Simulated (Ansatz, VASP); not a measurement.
# Ga3Se: VASP beside Ansatz

INCAR

```
SYSTEM = Ga3Se
PREC     = Accurate       ! precision mode
ENCUT    = 520            ! plane-wave cutoff, eV
EDIFF    = 1E-6           ! SCF threshold, eV
ISMEAR   = 0              ! smearing method
SIGMA    = 0.15           ! smearing width, eV
LREAL    = .False.        ! projectors in reciprocal space
LASPH    = .True.         ! aspherical terms in the spheres
NELM     = 80             ! most SCF steps
ALGO     = Normal         ! electronic algorithm
ISIF     = 2              ! what is computed and relaxed
LWAVE    = .False.        ! write WAVECAR
LCHARG   = .False.        ! write CHGCAR
GGA      = PS             ! functional
IVDW     = 12             ! dispersion correction
NBANDS   = 30             ! bands
```

Contents of KPOINTS:

```
regular mesh
0
Gamma
  12 12 12
  0 0 0
```

POSCAR

```
Ga3Se
1.0
    4.2249181734      0.0000000000      0.0000000000
    0.0000000000      4.3305411277      0.0000000000
    0.0000000000      0.0000000000      4.2249181734
Ga Se
3 1
Direct
    0.0000000000      0.5000000000      0.5000000000
    0.5000000000      0.0000000000      0.5000000000
    0.5000000000      0.5000000000      0.0000000000
    0.0000000000      0.0000000000      0.0000000000
```

Input for Ansatz:

```yaml
crystal:
  lattice:
    - [4.2249181734, 0.0, 0.0]
    - [0.0, 4.3305411277, 0.0]
    - [0.0, 0.0, 4.2249181734]
  atoms:
    - { symbol: Ga, position: [0.0, 0.5, 0.5] }
    - { symbol: Ga, position: [0.5, 0.0, 0.5] }
    - { symbol: Ga, position: [0.5, 0.5, 0.0] }
    - { symbol: Se, position: [0.0, 0.0, 0.0] }
basis:
  ecutwfc: 420
kpoints:
  mp_grid: { grid: [12, 12, 12] }
hamiltonian:
  xc: pbesol
  dispersion: d3bj
scf:
  occupations: { method: gaussian, width: 0.15 }
output:
  forces: true
  stress: true
  eigenvalues: true
```

Change from the starting cell: strain +0.0250 x Voigt [0, 1, 0, 0, 0, 0], atoms carried along.

Alike in both runs: task single point; functional PBEsol; dispersion D3(BJ); k mesh 12 × 12 × 12; occupations gaussian, width 0.15 eV; no spin polarisation.

```csv
,VASP,Ansatz
version,VASP 6.6.1,Ansatz 0.2.0
potentials or method,"VASP PAW PBE potentials, release 64 (Ga_d, Se), cutoff 520 eV","scalar-relativistic, plane waves, PAW"
valence electrons in the cell,45,55
```

|  | VASP | Ansatz | Ansatz less VASP |
| --- | --- | --- | --- |
| gap on the k mesh at the Fermi level (eV) | none | none | - |
| pressure (GPa) | -1.1 | -1.2 | -0.12 |
| traceless stress, the component that is largest in VASP (GPa) | -0.11 | -0.10 | +0.004 |

VASP's potentials were made for PBE, not for PBEsol. A gap of «none» marks a metal or a gap that the smearing closes. VASP's potentials hold 45 valence electrons a cell and Ansatz's 55, so a difference there can come from the potentials and not from the codes.
